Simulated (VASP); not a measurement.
Input of a VASP 6.6.1 run:

Contents of INCAR:

```
PREC = Accurate
ENCUT = 500
EDIFF = 1E-6
ISMEAR = 0
SIGMA = 0.1
LREAL = False
LASPH = True
NELM = 120
ALGO = Normal
ISIF = 2
LWAVE = False
LCHARG = False
GGA = PE
NBANDS = 33
GGA_COMPAT = False
```

Contents of KPOINTS:

```
regular mesh
0
Gamma
  8 8 8
```

The input POSCAR:

```
TaSi3
1.0
    4.9345023614      0.0000000000      0.0000000000
    0.0000000000      4.9345023614      0.0000000000
    0.0000000000      0.0000000000      4.9345023614
Ta Si
2 6
Direct
    0.0000000000      0.0000000000      0.0000000000
    0.5000000000      0.5000000000      0.5000000000
    0.0000000000      0.5000000000      0.2500000000
    0.0000000000      0.5000000000      0.7500000000
    0.2500000000      0.0000000000      0.5000000000
    0.7500000000      0.0000000000      0.5000000000
    0.5000000000      0.7500000000      0.0000000000
    0.5000000000      0.2500000000      0.0000000000
```

Potentials or basis: VASP PAW PBE potentials, release 64 (Ta_pv, Si).

Command:

```sh
$ cat potpaw_PBE.64/Ta_pv/POTCAR potpaw_PBE.64/Si/POTCAR > POTCAR
$ mpirun -np 1 vasp_std > vasp.out
```

Question: Estimate the pressure.

Answer: 0.0 GPa.

Question: What does it give for the band gap on the k mesh?

Answer: Zero (band 23 reaches 9.42 eV, above the bottom of band 24 at 8.42 eV).

Caveat: spin-orbit coupling is left out, which moves the levels of the heavy elements.
